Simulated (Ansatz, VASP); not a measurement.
Two plane-wave programs on Al3GaAs4

```
Al Ga As
1.0
     4.05548    0.00000    0.00000
     0.00000    4.05548    0.00000
     0.00000    0.00000   11.45583
Al Ga As
3 1 4
Direct
  0.00000 0.00000 0.74976
  0.00000 0.00000 0.25024
  0.50000 0.50000 0.50000
  0.50000 0.50000 0.00000
  0.50000 0.00000 0.87413
  0.00000 0.50000 0.12587
  0.50000 0.00000 0.37511
  0.00000 0.50000 0.62489
```

Alike in both runs: functional PBE; k mesh 8 × 8 × 4; occupations gaussian, width 0.02 eV; no spin polarisation.

Ansatz relaxed the structure, and its values are those at the end. VASP's run is a single point on that final structure, the one shown.

|  | VASP | Ansatz |
| --- | --- | --- |
| version | VASP 6.6.1 | Ansatz 0.2.0 |
| potentials or method | VASP PAW PBE potentials, release 64 (Al, Ga_d, As), cutoff 520 eV | scalar-relativistic, plane waves, PAW |
| valence electrons in the cell | 42 | 82 |

Ansatz gave:

- gap on the k mesh at the Fermi level (eV): 1.27
- least direct gap on the mesh (eV): 1.27
- pressure (GPa): 0.0

Which values does VASP return?

gap on the k mesh at the Fermi level (eV): 1.27; least direct gap on the mesh (eV): 1.27; pressure (GPa): 0.2.

With one functional, cell and mesh, what is left measures potentials, basis and numerics. VASP's potentials hold 42 valence electrons a cell and Ansatz's 82, so a difference there can come from the potentials and not from the codes.
